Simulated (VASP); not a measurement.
## BN: vibrations by perturbation theory with LDA

Crystal: BN.

```
B N
1.0
     0.00000    1.78303    1.78303
     1.78303    0.00000    1.78303
     1.78303    1.78303    0.00000
B N
1 1
Direct
  0.00000 0.00000 0.00000
  0.75000 0.75000 0.75000
```

```json
{
  "Program": "VASP 6.6.1",
  "Task": "vibrations by perturbation theory",
  "Functional": "LDA",
  "Potentials or basis": "VASP PAW LDA potentials, release 64 (B, N)",
  "Cutoff": "520 eV",
  "k mesh": "12 × 12 × 12",
  "Occupations": "gaussian, width 0.01 eV",
  "Spin": "no spin polarisation",
  "Dipole correction": "no",
  "Further INCAR settings": "ALGO = Normal; EDIFF = 1e-08; IBRION = 8; NSW = 1"
}
```

```yaml
Electronic_dielectric_tensor_diagonal: 4.55
Born_charges_mean_of_the_diagonal: B +1.87; N -1.87 e
Highest_phonon_frequency_at_Γ_LO-TO_splitting_left_out: 1086 cm⁻¹
```

Phonon frequencies in cm⁻¹ (negative: imaginary):
```
              q point           frequencies
(0.000, 0.000, 0.000)  0 0 0 1086 1086 1086
```

Electronic dielectric tensor:
```
4.55 0.00 0.00
0.00 4.55 0.00
0.00 0.00 4.55
```

Born effective charge tensors (e):
atom 1, B
```
1.87 0.00 0.00
0.00 1.87 0.00
0.00 0.00 1.87
```
atom 2, N
```
-1.87  0.00  0.00
 0.00 -1.87  0.00
 0.00  0.00 -1.87
```

Run time: 80 s on 1 thread of AMD EPYC 9R45 96-Core Processor (Zen 5) (shared host), peak memory 0.14 GiB.

Caveat: the cell wasn't relaxed at this level first, which shifts response properties.
